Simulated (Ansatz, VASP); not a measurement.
## CuO in VASP and in Ansatz

Contents of INCAR:

```
SYSTEM = CuO
  ALGO = Normal
  EDIFF = 1E-6
  ENCUT = 520
  GGA = PS
  ISIF = 2
  ISMEAR = -1
  LASPH = .TRUE.
  LCHARG = .FALSE.
  LREAL = .FALSE.
  LWAVE = .FALSE.
  NBANDS = 25
  NELM = 60
  PREC = Accurate
  SIGMA = 0.05
```

KPOINTS

```
k-points
0
G
  10 10 5
  0 0 0
```

POSCAR

```
CuO
1.0
    2.3418500000     -1.7113000000      0.0000000000
    2.3418500000      1.7113000000      0.0000000000
   -0.8500274268      0.0000000000      5.0578693947
Cu O
2 2
Direct
    0.5063060000     -0.0089130000      0.5000460000
   -0.0030500000      0.5118650000      0.0077660000
    0.4125810000      0.5821750000      0.7543040000
    0.5793590000      0.4093460000      0.2516240000
```

input.yaml

```yaml
crystal:
  lattice:
    - [2.34185, -1.7113, 0.0]
    - [2.34185, 1.7113, 0.0]
    - [-0.8500274268, 0.0, 5.0578693947]
  atoms:
    - { symbol: Cu, position: [0.506306, -0.008913, 0.500046] }
    - { symbol: Cu, position: [-0.00305, 0.511865, 0.007766] }
    - { symbol: O, position: [0.412581, 0.582175, 0.754304] }
    - { symbol: O, position: [0.579359, 0.409346, 0.251624] }
kpoints:
  mp_grid: { grid: [10, 10, 5] }
scf:
  occupations: { method: fermi_dirac, width: 0.05 }
hamiltonian:
  xc: pbesol
  pseudopotentials: { kind: all_electron, lapw: { basis_error: 0.001 } }
output:
  forces: true
  stress: true
  eigenvalues: true
  populations: true
```

Change from the starting cell: atoms moved at random, drawn with an rms of 0.05 Å.

Alike in both runs: task single point; functional PBEsol; k mesh 10 × 10 × 5; occupations fermi-dirac, width 0.05 eV; no spin polarisation.

```csv
,VASP,Ansatz
version,VASP 6.6.1,Ansatz 0.2.0
potentials or method,"VASP PAW PBE potentials, release 64 (Cu, O), cutoff 520 eV","all-electron LAPW, scalar-relativistic"
```

```csv
,VASP,Ansatz,Ansatz less VASP
gap on the k mesh at the Fermi level (eV),none,none,-
pressure (GPa),-2.3,-3.0,-0.70
"traceless stress, the component that is largest in VASP (GPa)",2.05,2.39,+0.332
rms of the force components (eV/Å),0.230,0.237,+0.0075
```

VASP's potentials were made for PBE, not for PBEsol. Atom by atom the forces differ by 0.016 eV/Å (rms over components). A gap of «none» marks a metal or a gap that the smearing closes. Ansatz ran all-electron here, and VASP with PAW potentials.
